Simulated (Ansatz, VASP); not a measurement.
## One calculation of Li2Se, two programs

```xyz
3
Lattice="0.0000 3.0230 3.0230 3.0230 0.0000 3.0230 3.0230 3.0230 0.0000" Properties=species:S:1:pos:R:3 pbc="T T T"
Li    1.5115    1.5115    1.5115
Li    4.5346    4.5346    4.5346
Se    0.0000    0.0000    0.0000
```

Alike in both runs: task single point; functional r2SCAN; k mesh 8 × 8 × 8; occupations gaussian, width 0.02 eV; no spin polarisation.

|  | VASP | Ansatz |
| --- | --- | --- |
| version | VASP 6.6.1 | Ansatz 0.2.0 |
| potentials or method | VASP PAW PBE potentials, release 64 (Li_sv, Se), cutoff 830 eV | scalar-relativistic, plane waves, PAW |
| valence electrons in the cell | 12 | 22 |

```tsv
	VASP	Ansatz	Ansatz less VASP
gap on the k mesh at the Fermi level (eV)	3.48	3.50	+0.021
least direct gap on the mesh (eV)	4.04	3.96	-0.078
pressure (GPa)	-1.2	-1.0	+0.16
```

VASP's potentials were made for PBE, not for r2SCAN. VASP's potentials hold 12 valence electrons a cell and Ansatz's 22, so a difference there can come from the potentials and not from the codes.
